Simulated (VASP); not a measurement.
# Ga (Cmce) in VASP: electric field gradients with PBE

Aim: the electric field gradients of Ga with PBE.

All numbers are computed with VASP 6.6.1; they aren't measurements. Logs are shortened: lines on timing, memory, paths and dates and some standing lists are left out, and cuts for length are marked.

**1. The cell of the first run**

It takes space group Cmce (No. 64, orthorhombic). Conventional cell: a = 4.587 Å, b = 7.741 Å, c = 4.579 Å, α = 90.00°, β = 90.00°, γ = 90.00°. Within 3.3 Å of Ga (site symmetry m) lie 7 Ga at 2.54 to 2.82 Å.

**2. Electric field gradients, PBE**

File INCAR:

```
SYSTEM = Ga
  PREC = Accurate
  ENCUT = 520
  EDIFF = 1E-8
  ISMEAR = 0
  SIGMA = 0.05
  LREAL = .False.
  LASPH = .True.
  NELM = 60
  ALGO = Fast
  ISIF = 2
  LWAVE = .False.
  LCHARG = .False.
  GGA = PE
  LEFG = .True.
  NBANDS = 34
```

File KPOINTS:

```
regular mesh
0
Gamma
  10 10 10
  0 0 0
```

File POSCAR:

```
Ga
1.0
    2.2933073966     -3.8705122842      0.0000000000
    2.2933073966      3.8705122842      0.0000000000
    0.0000000000      0.0000000000      4.5790781323
Ga
4
Direct
    0.8435821433      0.1564178567      0.0823639116
    0.6564178567      0.3435821433      0.5823639116
    0.1564178567      0.8435821433      0.9176360884
    0.3435821433      0.6564178567      0.4176360884
```

Potentials or basis: VASP PAW PBE potentials, release 64 (Ga_d).

The run is started by

```sh
> cat potpaw_PBE.64/Ga_d/POTCAR > POTCAR
> mpirun -np 1 vasp_std > vasp.out
```

OUTCAR:

```text
SYSTEM = Ga
   PREC = Accurate
   ENCUT = 520
   EDIFF = 1E-8
   ISMEAR = 0
   LREAL = .False.
   LASPH = .True.
   NELM = 60
   ISIF = 2
   GGA = PE

 ion  position               nearest neighbor table
   1  0.844  0.156  0.082-   3 2.54   2 2.71   2 2.71   4 2.76   4 2.76   3 2.82   3 2.82
   2  0.656  0.344  0.582-   4 2.54   1 2.71   1 2.71   3 2.76   3 2.76   4 2.82   4 2.82
   3  0.156  0.844  0.918-   1 2.54   4 2.71   4 2.71   2 2.76   2 2.76   1 2.82   1 2.82
   4  0.344  0.656  0.418-   2 2.54   3 2.71   3 2.71   1 2.76   1 2.76   2 2.82   2 2.82

  LATTYP: Found a base centered orthorhombic cell.
 ALAT       =     4.5866147932
 B/A-ratio  =     1.6877424675
 C/A-ratio  =     0.9983568141

  Lattice vectors:

 A1 = (   2.2933073966,  -3.8705122842,   0.0000000000)
 A2 = (   2.2933073966,   3.8705122842,   0.0000000000)
 A3 = (   0.0000000000,   0.0000000000,   4.5790781323)

Analysis of symmetry for initial positions (statically):
=====================================================================
 Subroutine PRICEL returns:
 Original cell was already a primitive cell.

 Routine SETGRP: Setting up the symmetry group for a
 base centered orthorhombic supercell.

 Subroutine GETGRP returns: Found  8 space group operations
 (whereof  4 operations were pure point group operations)
 out of a pool of  8 trial point group operations.

The static configuration has the point symmetry C_2h.
 The point group associated with its full space group is D_2h.

Analysis of symmetry for dynamics (positions and initial velocities):
=====================================================================
 Subroutine PRICEL returns:
 Original cell was already a primitive cell.

 Routine SETGRP: Setting up the symmetry group for a
 base centered orthorhombic supercell.

 Subroutine GETGRP returns: Found  8 space group operations
 (whereof  4 operations were pure point group operations)
 out of a pool of  8 trial point group operations.

The dynamic configuration has the point symmetry C_2h.
 The point group associated with its full space group is D_2h.

 Subroutine INISYM returns: Found  8 space group operations
 (whereof  4 operations are pure point group operations),
 and found     1 'primitive' translations

----------------------------------------------------------------------------------------

                                     Primitive cell

  volume of cell :      81.2903

  direct lattice vectors                    reciprocal lattice vectors
     2.293307397 -3.870512284  0.000000000     0.218025722 -0.129181866  0.000000000
     2.293307397  3.870512284  0.000000000     0.218025722  0.129181866  0.000000000
     0.000000000  0.000000000  4.579078132     0.000000000  0.000000000  0.218384568

  length of vectors
     4.498902550  4.498902550  4.579078132     0.253422907  0.253422907  0.218384568

  position of ions in fractional coordinates (direct lattice)
     0.843582143  0.156417857  0.082363912
     0.656417857  0.343582143  0.582363912
     0.156417857  0.843582143  0.917636088
     0.343582143  0.656417857  0.417636088

  ion indices of the primitive-cell ions
   primitive index   ion index
                 1           1
                 2           2
                 3           3
                 4           4

----------------------------------------------------------------------------------------

 KPOINTS: regular mesh

Automatic generation of k-mesh.
 Grid dimensions read from file:
 generate k-points for:   10   10   10

 Generating k-lattice:
[... 45 lines left out ...]
   number of dos      NEDOS =    301   number of ions     NIONS =      4
   total plane-waves  NPLWV =  46656
   dimension x,y,z NGX =    36 NGY =   36 NGZ =   36
   dimension x,y,z NGXF=    72 NGYF=   72 NGZF=   72
   ions per type =               4
   NGX,Y,Z   is equivalent  to a cutoff of  13.30, 13.30, 13.07 a.u.
   NGXF,Y,Z  is equivalent  to a cutoff of  26.61, 26.61, 26.14 a.u.
 SYSTEM =  Ga
   PREC   = accura    normal or accurate (medium, high low for compatibility)
   ISTART =      0    job   : 0-new  1-cont  2-samecut
   ICHARG =      2    charge: 1-file 2-atom 10-const
   ISPIN  =      1    spin polarized calculation?
   LNONCOLLINEAR =      F non collinear calculations
   LSORBIT =      F    spin-orbit coupling
   LASPH  =      T    aspherical Exc in radial PAW
   ENCUT  =  520.0 eV  38.22 Ry    6.18 a.u.   8.36  8.36  8.51*2*pi/ulx,y,z
   NELM   =     60;   NELMIN=  2; NELMDL= -5     # of ELM steps
   EDIFF  = 0.1E-07   stopping-criterion for ELM
   LREAL  =      F    real-space projection
   EDIFFG = 0.1E-06   stopping-criterion for IOM
   NSW    =      0    number of steps for IOM
   IBRION =     -1    ionic relax: 0-MD 1-quasi-New 2-CG
   NFREE  =      0    steps in history (QN), initial steepest desc. (CG)
   ISIF   =      2    stress and relaxation
   ISYM   =      2    0-nonsym 1-usesym 2-fastsym
   POTIM  = 0.5000    time-step for ionic-motion
   TEBEG  =    0.0;   TEEND  =   0.0 temperature during run
   PSTRESS=    0.0 pullay stress
   NELECT =      52.0000    total number of electrons
   NUPDOWN=      -1.0000    fix difference up-down
   EMIN   =  10.00;   EMAX   =-10.00  energy-range for DOS
   EFERMI =   0.00;   METHOD = LEGACY
   ISMEAR =     0;   SIGMA  =   0.05  broadening in eV -4-tet -1-fermi 0-gaus
   EFERMI_NEDOS =   21; number of points for ismear=-14 and -15
   IALGO  =     68    algorithm
   IMIX   =      4    mixing-type and parameters
     AMIX     =   0.40;   BMIX     =  1.00
     AMIX_MAG =   1.60;   BMIX_MAG =  1.00
  volume/ion in A,a.u.               =      20.32       137.14
  Fermi-wavevector in a.u.,A,eV,Ry     =   1.410576  2.665601 27.071831  1.989723
  Thomas-Fermi vector in A             =   2.532515
   LORBIT       =      0    0 simple, 1 ext, 2 COOP (PROOUT), +10 PAW based schemes
   GGA     = PE    functional components
   LHFCALC =     F    Hartree Fock is set to
   AEXX    =    0.0000 exact exchange contribution
   IVDW    =     0    specifies the selected vdW correction
   LEPSILON=     F    determine dielectric tensor
   LRPA    =     F    only Hartree local field effects (RPA)
 non-spin polarized calculation
 RMM-DIIS sequential band-by-band and
 Gauss-broadening in eV      SIGMA  =   0.05
  energy-cutoff  :      520.00
  volume of cell :       81.29
 maximum number of plane-waves:      2219
 NGX is ok and might be reduce to    36
   NGX = 17   NGY = 17   NGZ = 17

 number of electron      52.0000015 magnetization

 Free energy of the ion-electron system (eV)
  ---------------------------------------------------
  ext. energy  EPLUGINS =         0.00000000
  ---------------------------------------------------
  free energy    TOTEN  =       -11.62851736 eV

  energy without entropy =      -11.62716317  energy(sigma->0) =      -11.62784026

 E-fermi :   4.6585     XC(G=0): -10.4665

 val. band max:        4.6458226501   @ k =   0.2000   0.2000   0.1000
 cond. band min:       4.6609881128   @ k =   0.0000   0.0000   0.4000
 fundamental gap:      0.0151654627
 Fermi energy:         4.6584718769

 k-point     1 :       0.0000    0.0000    0.0000
  band No.  band energies     occupation
      1     -10.3808      2.00000
      2     -10.3748      2.00000
      3     -10.3463      2.00000
      4     -10.3304      2.00000
      5     -10.3104      2.00000
      6     -10.2907      2.00000
[... 877 lines left out ...]
     33      13.4524      0.00000
     34      13.7230      0.00000

 [... further k-points ...]

------------------------ aborting loop because EDIFF is reached ----------------------------------------

  FORCE on cell =-STRESS in cart. coord.  units (eV):
  Direction    XX          YY          ZZ          XY          YZ          ZX
  --------------------------------------------------------------------------------------
  -------------------------------------------------------------------------------------
  Total        0.0664391      0.0725639      0.0596069      0.0000000      0.0000000      0.0000000
  in kB        1.3094696      1.4301848      1.1748124      0.0000000      0.0000000      0.0000000
  external PRESSURE =       1.3048223 kB  Pullay stress =       0.0000000 kB

 VOLUME and BASIS-vectors are now :
 -----------------------------------------------------------------------------
  energy-cutoff  :      520.00
  volume of cell :       81.29
      direct lattice vectors                 reciprocal lattice vectors
     2.293307397 -3.870512284  0.000000000     0.218025722 -0.129181866  0.000000000
     2.293307397  3.870512284  0.000000000     0.218025722  0.129181866  0.000000000
     0.000000000  0.000000000  4.579078132     0.000000000  0.000000000  0.218384568

 POSITION                                       TOTAL-FORCE (eV/Angst)
 -----------------------------------------------------------------------------------
      2.29331     -2.65968      0.37715         0.000000     -0.002096     -0.001210
      2.29331     -1.21083      2.66669         0.000000      0.002096     -0.001210
      2.29331      2.65968      4.20193         0.000000      0.002096      0.001210
      2.29331      1.21083      1.91239         0.000000     -0.002096      0.001210
 -----------------------------------------------------------------------------------
    total drift:                                0.000000     -0.000000     -0.000000

  FREE ENERGIE OF THE ION-ELECTRON SYSTEM (eV)
  ---------------------------------------------------
  free  energy   TOTEN  =       -11.6285173579 eV

  energy  without entropy=      -11.6271631721  energy(sigma->0) =      -11.62784026

 Electric field gradients (V/A^2)
---------------------------------------------------------------------
 ion       V_xx      V_yy      V_zz      V_xy      V_xz      V_yz
---------------------------------------------------------------------
   1      23.227   -27.152     3.925    -0.000     0.000   -22.005
   2      23.227   -27.152     3.925     0.000     0.000    22.005
   3      23.227   -27.152     3.925    -0.000     0.000   -22.005
   4      23.227   -27.152     3.925     0.000     0.000    22.005
---------------------------------------------------------------------

 Electric field gradients after diagonalization (V/A^2)
 (convention: |V_zz| > |V_xx| > |V_yy|)
----------------------------------------------------------------------
 ion       V_xx      V_yy      V_zz     asymmetry (V_yy - V_xx)/ V_zz
----------------------------------------------------------------------
   1      23.227    15.325   -38.552       0.205
   2      23.227    15.325   -38.552       0.205
   3      23.227    15.325   -38.552       0.205
   4      23.227    15.325   -38.552       0.205
----------------------------------------------------------------------

           NMR quadrupolar parameters

 Cq : quadrupolar parameter    Cq=e*Q*V_zz/h
 eta: asymmetry parameters     (V_yy - V_xx)/ V_zz
 Q  : nuclear electric quadrupole moment in mb (millibarn)
----------------------------------------------------------------------
 ion       Cq(MHz)       eta       Q (mb)
----------------------------------------------------------------------
   1      -0.093       0.205       1.000
   2      -0.093       0.205       1.000
   3      -0.093       0.205       1.000
   4      -0.093       0.205       1.000
----------------------------------------------------------------------
```

Run time: 9.8 min. Hardware: 1 thread of Intel Xeon Platinum 8259CL at 2.50GHz (Skylake/Cascade Lake), shared host; peak memory 0.47 GiB.

What came out:

| Quantity | Value |
| --- | --- |
| Free energy | -11.6285 eV |
| Pressure | 0.1 GPa |
| Band gap on the k mesh | zero (band 26 reaches 5.06 eV, above the bottom of band 27 at 3.75 eV) |

Forces on the atoms (eV/Å):
```
Ga   0.000 -0.002 -0.001
Ga   0.000  0.002 -0.001
Ga   0.000  0.002  0.001
Ga   0.000 -0.002  0.001
```

Electric field gradients, principal values (V/Å²):
```tsv
atom	least	middle	greatest (by size)
1 Ga	15.325	23.227	-38.552
2 Ga	15.325	23.227	-38.552
3 Ga	15.325	23.227	-38.552
4 Ga	15.325	23.227	-38.552
```

Caveat: without QUAD_EFG the Cq values of the log hold for a quadrupole moment of 1 mb, not for the nuclei.
